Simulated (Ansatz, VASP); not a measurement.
ZnO: VASP beside Ansatz

The input INCAR:

```
PREC = Accurate
ENCUT = 520
EDIFF = 1E-6
ISMEAR = 0
SIGMA = 0.05
LREAL = F
LASPH = T
NELM = 60
ALGO = Normal
ISIF = 2
LWAVE = F
LCHARG = F
GGA = PS
NBANDS = 26
```

The input KPOINTS:

```
regular mesh
0
Gamma
  9 9 6
```

POSCAR

```
ZnO
1.0
    3.2309318303      0.0000000000      0.0000000000
   -1.6154659151      2.7980690429      0.0000000000
    0.0000000000      0.0000000000      5.2153681419
Zn O
2 2
Direct
    0.3333333333      0.6666666667      0.0015754469
    0.6666666667      0.3333333333      0.5015754469
    0.3333333333      0.6666666667      0.4257754335
    0.6666666667      0.3333333333      0.9257754335
```

Input for Ansatz:

```yaml
crystal:
  lattice:
    - [3.2309318303, 0.0, 0.0]
    - [-1.6154659151, 2.7980690429, 0.0]
    - [0.0, 0.0, 5.2153681419]
  atoms:
    - { symbol: Zn, position: [0.3333333333, 0.6666666667, 0.0015754469] }
    - { symbol: Zn, position: [0.6666666667, 0.3333333333, 0.5015754469] }
    - { symbol: O, position: [0.3333333333, 0.6666666667, 0.4257754335] }
    - { symbol: O, position: [0.6666666667, 0.3333333333, 0.9257754335] }
basis:
  ecutwfc: 520.0
kpoints:
  mp_grid: { grid: [9, 9, 6] }
hamiltonian:
  xc: pbesol
  pseudopotentials: { kind: paw, azcp: { folder: soft_1 } }
scf:
  occupations: { method: gaussian, width: 0.05 }
output:
  forces: true
  stress: true
  eigenvalues: true
```

Alike in both runs: task single point; functional PBEsol; k mesh 9 × 9 × 6; occupations gaussian, width 0.05 eV; no spin polarisation.

|  | VASP | Ansatz |
| --- | --- | --- |
| version | VASP 6.6.1 | Ansatz 0.2.0 |
| potentials or method | VASP PAW PBE potentials, release 64 (Zn, O), cutoff 520 eV | scalar-relativistic, plane waves, PAW |
| valence electrons in the cell | 36 | 36 |

```csv
,VASP,Ansatz,Ansatz less VASP
gap on the k mesh at the Fermi level (eV),0.75,0.76,+0.007
least direct gap on the mesh (eV),0.75,0.76,+0.007
pressure (GPa),3.7,2.8,-0.96
"traceless stress, the component that is largest in VASP (GPa)",-9.01,-8.44,+0.566
rms of the force components (eV/Å),0.393,0.378,-0.0143
```

VASP's potentials were made for PBE, not for PBEsol, and Ansatz warns of the same on its side. Atom by atom the forces differ by 0.014 eV/Å (rms over components).
